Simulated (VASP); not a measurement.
# Co (P6_3/mmc) in VASP: notebook

Runs on Co. Level: r2SCAN. Tasks: single point.

All numbers are computed with VASP 6.6.1; they aren't measurements. Logs are shortened: lines on timing, memory, paths and dates and some standing lists are left out, and cuts for length are marked.

## (1) The cell of the first run

The structure is hexagonal, space group P6_3/mmc (No. 194). The conventional cell has a = 2.333 Å, b = 2.333 Å, c = 4.165 Å, α = 90.00°, β = 90.00°, γ = 120.00°. Within 3.1 Å of Co (site symmetry -6m2) lie 12 Co at 2.33 to 2.48 Å.

## (2) Single point, r2SCAN, collinear spin, antiferromagnetic start (9.82 Å³/atom)

File POSCAR:

```
Co
1.0
    2.3328266870      0.0000000000      0.0000000000
   -1.1664133435      2.0202871736      0.0000000000
    0.0000000000      0.0000000000      4.1653713482
Co
2
Direct
    0.3333333333      0.6666666667      0.2500000000
    0.6666666667      0.3333333333      0.7500000000
```

File INCAR.step1:

```
PREC = Accurate ; ENCUT = 520
ISMEAR = -1 ; SIGMA = 0.05
LREAL = False ; LASPH = True
NELM = 150 ; ISPIN = 2
MAGMOM = 1.911 -1.911 ; LMAXMIX = 4
NBANDS = 20 ; GGA = PE
ALGO = Normal ; EDIFF = 1E-4
LWAVE = True ; LCHARG = False
```

File INCAR.step2:

```
PREC = Accurate ; ENCUT = 520
EDIFF = 1E-6 ; ISMEAR = -1
SIGMA = 0.05 ; LREAL = False
LASPH = True ; NELM = 150
ALGO = Normal ; ISIF = 2
LWAVE = False ; LCHARG = False
ISPIN = 2 ; MAGMOM = 1.911 -1.911
LORBIT = 11 ; LMAXMIX = 4
METAGGA = R2SCAN ; LMIXTAU = True
NBANDS = 20 ; ISTART = 1
```

File KPOINTS:

```
Automatic mesh
0
Gamma
  24 24 12
```

Potentials or basis: VASP PAW PBE potentials, release 64 (Co).

The run is started by

```bash
$ cat potpaw_PBE.64/Co/POTCAR > POTCAR
$ cp INCAR.step1 INCAR
$ mpirun -np 1 vasp_std > vasp.out
$ cp INCAR.step2 INCAR
$ mpirun -np 1 vasp_std > vasp.out
```

OUTCAR:

```text
PREC = Accurate
   ENCUT = 520
   EDIFF = 1E-6
   ISMEAR = -1
   LREAL = False
   LASPH = True
   NELM = 150
   ISIF = 2
   ISPIN = 2
   LORBIT = 11
   METAGGA = R2SCAN
   ISTART = 1

 ion  position               nearest neighbor table
   1  0.333  0.667  0.250-   2 2.48   2 2.48   2 2.48   2 2.48   2 2.48   2 2.48
   2  0.667  0.333  0.750-   1 2.48   1 2.48   1 2.48   1 2.48   1 2.48   1 2.48

  LATTYP: Found a hexagonal cell.
 ALAT       =     2.3328266870
 C/A-ratio  =     1.7855468524

  Lattice vectors:

 A1 = (   2.3328266870,   0.0000000000,   0.0000000000)
 A2 = (  -1.1664133435,   2.0202871736,   0.0000000000)
 A3 = (   0.0000000000,   0.0000000000,   4.1653713482)

Analysis of symmetry for initial positions (statically):
=====================================================================
 Subroutine PRICEL returns:
 Original cell was already a primitive cell.

 Routine SETGRP: Setting up the symmetry group for a
 hexagonal supercell.

 Subroutine GETGRP returns: Found 24 space group operations
 (whereof 12 operations were pure point group operations)
 out of a pool of 24 trial point group operations.

The static configuration has the point symmetry D_3d.
 The point group associated with its full space group is D_6h.

Analysis of symmetry for dynamics (positions and initial velocities):
=====================================================================
 Subroutine PRICEL returns:
 Original cell was already a primitive cell.

 Routine SETGRP: Setting up the symmetry group for a
 hexagonal supercell.

 Subroutine GETGRP returns: Found 24 space group operations
 (whereof 12 operations were pure point group operations)
 out of a pool of 24 trial point group operations.

The dynamic configuration has the point symmetry D_3d.
 The point group associated with its full space group is D_6h.

Analysis of structural, dynamic, and magnetic symmetry:
=====================================================================
 Subroutine PRICEL returns:
 Original cell was already a primitive cell.

 Routine SETGRP: Setting up the symmetry group for a
 hexagonal supercell.

 Subroutine GETGRP returns: Found 24 space group operations
 (whereof 12 operations were pure point group operations)
 out of a pool of 24 trial point group operations.

The overall configuration has the point symmetry D_3d.
 The point group associated with its full space group is D_6h.

 Subroutine INISYM returns: Found 24 space group operations
 (whereof 12 operations are pure point group operations),
 and found     1 'primitive' translations

----------------------------------------------------------------------------------------

                                     Primitive cell

  volume of cell :      19.6313

  direct lattice vectors                    reciprocal lattice vectors
     2.332826687  0.000000000  0.000000000     0.428664506  0.247489568  0.000000000
    -1.166413343  2.020287174  0.000000000     0.000000000  0.494979136  0.000000000
     0.000000000  0.000000000  4.165371348     0.000000000  0.000000000  0.240074634

  length of vectors
     2.332826687  2.332826687  4.165371348     0.494979136  0.494979136  0.240074634

  position of ions in fractional coordinates (direct lattice)
     0.333333333  0.666666667  0.250000000
     0.666666667  0.333333333  0.750000000

  ion indices of the primitive-cell ions
   primitive index   ion index
                 1           1
                 2           2

----------------------------------------------------------------------------------------

 KPOINTS: Automatic mesh

Automatic generation of k-mesh.
 Grid dimensions read from file:
 generate k-points for:   24   24   12

 Generating k-lattice:

  Cartesian coordinates                     Fractional coordinates (reciprocal lattice)
     0.017861021  0.010312065  0.000000000     0.041666667 -0.000000000  0.000000000
     0.000000000  0.020624131  0.000000000     0.000000000  0.041666667  0.000000000
     0.000000000  0.000000000  0.020006219     0.000000000  0.000000000  0.083333333

  Length of vectors
     0.020624131  0.020624131  0.020006219

  Shift w.r.t. Gamma in fractional coordinates (k-lattice)
     0.000000000  0.000000000  0.000000000

 Subroutine IBZKPT returns following result:
 ===========================================

 Found    427 irreducible k-points:

 Following reciprocal coordinates:
            Coordinates               Weight
  0.000000  0.000000  0.000000      1.000000
  0.041667  0.000000  0.000000      6.000000
  0.083333  0.000000  0.000000      6.000000
  0.125000 -0.000000  0.000000      6.000000
  0.166667 -0.000000  0.000000      6.000000
  0.208333 -0.000000  0.000000      6.000000
[... 16 lines left out ...]
  0.416667  0.041667  0.000000     12.000000
  0.458333  0.041667  0.000000     12.000000
 [... further k-points ...]
   k-points           NKPTS =    427   k-points in BZ     NKDIM =    427   number of bands    NBANDS=     20
   number of dos      NEDOS =    301   number of ions     NIONS =      2
   total plane-waves  NPLWV =  10368
   dimension x,y,z NGX =    18 NGY =   18 NGZ =   32
   dimension x,y,z NGXF=    36 NGYF=   36 NGZF=   64
   ions per type =               2
   NGX,Y,Z   is equivalent  to a cutoff of  12.83, 12.83, 12.77 a.u.
   NGXF,Y,Z  is equivalent  to a cutoff of  25.65, 25.65, 25.54 a.u.
 SYSTEM =  unknown system
   PREC   = accura    normal or accurate (medium, high low for compatibility)
   ISTART =      1    job   : 0-new  1-cont  2-samecut
   ICHARG =      0    charge: 1-file 2-atom 10-const
   ISPIN  =      2    spin polarized calculation?
   LNONCOLLINEAR =      F non collinear calculations
   LSORBIT =      F    spin-orbit coupling
   LASPH  =      T    aspherical Exc in radial PAW
   ENCUT  =  520.0 eV  38.22 Ry    6.18 a.u.   4.34  4.34  7.74*2*pi/ulx,y,z
   NELM   =    150;   NELMIN=  2; NELMDL=  0     # of ELM steps
   EDIFF  = 0.1E-05   stopping-criterion for ELM
   LREAL  =      F    real-space projection
   EDIFFG = 0.1E-04   stopping-criterion for IOM
   NSW    =      0    number of steps for IOM
   IBRION =     -1    ionic relax: 0-MD 1-quasi-New 2-CG
   NFREE  =      0    steps in history (QN), initial steepest desc. (CG)
   ISIF   =      2    stress and relaxation
   ISYM   =      2    0-nonsym 1-usesym 2-fastsym
   POTIM  = 0.5000    time-step for ionic-motion
   TEBEG  =    0.0;   TEEND  =   0.0 temperature during run
   PSTRESS=    0.0 pullay stress
   NELECT =      18.0000    total number of electrons
   NUPDOWN=      -1.0000    fix difference up-down
   EMIN   =  10.00;   EMAX   =-10.00  energy-range for DOS
   EFERMI =   0.00;   METHOD = LEGACY
   ISMEAR =    -1;   SIGMA  =   0.05  broadening in eV -4-tet -1-fermi 0-gaus
   EFERMI_NEDOS =   21; number of points for ismear=-14 and -15
   IALGO  =     38    algorithm
   IMIX   =      4    mixing-type and parameters
     AMIX     =   0.40;   BMIX     =  1.00
     AMIX_MAG =   1.60;   BMIX_MAG =  1.00
  volume/ion in A,a.u.               =       9.82        66.24
  Fermi-wavevector in a.u.,A,eV,Ry     =   1.590435  3.005486 34.415708  2.529483
  Thomas-Fermi vector in A             =   2.689130
   LORBIT       =     11    0 simple, 1 ext, 2 COOP (PROOUT), +10 PAW based schemes
   METAGGA = R2SCAN    functional components
   LHFCALC =     F    Hartree Fock is set to
   AEXX    =    0.0000 exact exchange contribution
   IVDW    =     0    specifies the selected vdW correction
   LEPSILON=     F    determine dielectric tensor
   LRPA    =     F    only Hartree local field effects (RPA)
 spin polarized calculation
  energy-cutoff  :      520.00
  volume of cell :       19.63
 maximum number of plane-waves:       550
 NGX is ok and might be reduce to    18
   NGX =  9   NGY =  9   NGZ = 15

 number of electron      17.9999994 magnetization      -0.0000000

 number of electron      17.9999994 magnetization       0.0000000

 Free energy of the ion-electron system (eV)
  ---------------------------------------------------
  ext. energy  EPLUGINS =         0.00000000
  ---------------------------------------------------
  free energy    TOTEN  =       -25.27827615 eV

  energy without entropy =      -25.23872236  energy(sigma->0) =      -25.25849925

 E-fermi :  11.5004     XC(G=0): -15.2952

 val. band max:       11.4994831048   @ k =   0.2083   0.0417   0.3333
 cond. band min:      11.5008383242   @ k =   0.2917   0.1667   0.0000
 fundamental gap:      0.0013552194
 Fermi energy:        11.5003596230

 spin component 1

 k-point     1 :       0.0000    0.0000    0.0000
  band No.  band energies     occupation
      1       1.6290      1.00000
      2       6.0127      1.00000
      3       8.8896      1.00000
      4       9.4490      1.00000
      5       9.4491      1.00000
      6       9.7186      1.00000
[... 12 lines left out ...]
     19      42.4572      0.00000
     20      42.7325      0.00000
[... 507 lines left out ...]
 k-point    24 :       0.4583    0.0417    0.0000
  band No.  band energies     occupation
      1       6.5531      1.00000
      2       6.6570      1.00000
      3       6.9260      1.00000
      4       9.1057      1.00000
      5       9.4333      1.00000
      6       9.7106      1.00000
[... 12 lines left out ...]
     19      38.4628      0.00000
     20      39.8556      0.00000

 [... further k-points ...]

 spin component 2

 k-point     1 :       0.0000    0.0000    0.0000
  band No.  band energies     occupation
      1       1.6290      1.00000
      2       6.0127      1.00000
      3       8.8896      1.00000
      4       9.4490      1.00000
      5       9.4491      1.00000
      6       9.7186      1.00000
[... 12 lines left out ...]
     19      42.4572      0.00000
     20      42.7325      0.00000
[... 507 lines left out ...]
 k-point    24 :       0.4583    0.0417    0.0000
  band No.  band energies     occupation
      1       6.5531      1.00000
      2       6.6570      1.00000
      3       6.9260      1.00000
      4       9.1057      1.00000
      5       9.4333      1.00000
      6       9.7106      1.00000
[... 12 lines left out ...]
     19      38.4628      0.00000
     20      39.8556      0.00000

 [... further k-points ...]

------------------------ aborting loop because EDIFF is reached ----------------------------------------

  FORCE on cell =-STRESS in cart. coord.  units (eV):
  Direction    XX          YY          ZZ          XY          YZ          ZX
  --------------------------------------------------------------------------------------
  -------------------------------------------------------------------------------------
  Total        2.3805977      2.3805977     -2.1140488     -0.0000000      0.0000000      0.0000000
  in kB      194.2885867    194.2885867   -172.5346287     -0.0000000      0.0000000      0.0000000
  external PRESSURE =      72.0141816 kB  Pullay stress =       0.0000000 kB

 VOLUME and BASIS-vectors are now :
 -----------------------------------------------------------------------------
  energy-cutoff  :      520.00
  volume of cell :       19.63
      direct lattice vectors                 reciprocal lattice vectors
     2.332826687  0.000000000  0.000000000     0.428664506  0.247489568  0.000000000
    -1.166413343  2.020287174  0.000000000     0.000000000  0.494979136  0.000000000
     0.000000000  0.000000000  4.165371348     0.000000000  0.000000000  0.240074634

 POSITION                                       TOTAL-FORCE (eV/Angst)
 -----------------------------------------------------------------------------------
     -0.00000      1.34686      1.04134        -0.000000      0.000000      0.000000
      1.16641      0.67343      3.12403         0.000000     -0.000000      0.000000
 -----------------------------------------------------------------------------------
    total drift:                                0.000000     -0.000000     -0.000000

  FREE ENERGIE OF THE ION-ELECTRON SYSTEM (eV)
  ---------------------------------------------------
  free  energy   TOTEN  =       -25.2782761516 eV

  energy  without entropy=      -25.2387223566  energy(sigma->0) =      -25.25849925

 total charge

# of ion       s       p       d       tot
------------------------------------------
    1        0.552   0.635   7.357   8.545
    2        0.552   0.635   7.357   8.545
--------------------------------------------------
tot          1.105   1.271  14.714  17.089

 magnetization (x)

# of ion       s       p       d       tot
------------------------------------------
    1        0.000   0.000   0.000   0.000
    2       -0.000  -0.000  -0.000  -0.000
--------------------------------------------------
tot          0.000   0.000   0.000   0.000
```

It took 11 min on 1 thread of Intel Xeon 6975P-C (Granite Rapids), shared host; peak memory 0.33 GiB.

Results:

| Property | Result |
| --- | --- |
| Free energy | -25.2783 eV |
| Pressure | 7.2 GPa |
| Band gap on the k mesh | zero (filled and empty bands overlap) |
| Net moment | 0.00 μB per cell |
| Valence electrons inside the program's atomic spheres | Co 8.54 |

Levels at points of the mesh, in eV from the Fermi level:
Spin up:
```
           k point  band 6  band 7  band 8  band 9  band 10  band 11  band 12  band 13
(0.00, 0.00, 0.00)   -1.78   -1.78   -1.30   -0.77    -0.77     0.17     0.17     6.65
(0.50, 0.00, 0.00)   -1.80   -1.77    0.25    0.61     0.71     2.39     4.74    10.53
(0.00, 0.00, 0.50)   -2.03   -2.03   -2.03   -0.17    -0.17    -0.17    -0.17    14.45
(0.50, 0.00, 0.50)   -0.85   -0.25   -0.25    0.67     0.67     2.18     2.18     9.30
```
Spin down:
```tsv
k point	band 6	band 7	band 8	band 9	band 10	band 11	band 12	band 13
(0.00, 0.00, 0.00)	-1.78	-1.78	-1.30	-0.77	-0.77	0.17	0.17	6.65
(0.50, 0.00, 0.00)	-1.80	-1.77	0.25	0.61	0.71	2.39	4.74	10.53
(0.00, 0.00, 0.50)	-2.03	-2.03	-2.03	-0.17	-0.17	-0.17	-0.17	14.45
(0.50, 0.00, 0.50)	-0.85	-0.25	-0.25	0.67	0.67	2.18	2.18	9.30
```

Caveat: the stress differs along the axes, from -17 to 19 GPa; the moments typed at the start vanished in this run; the PAW data sets were made with another functional, which shifts forces and pressure a little.

(Part 1 of 2 ends here.)

The gap in the log of VASP goes by the Fermi energy; the results here count the filled bands.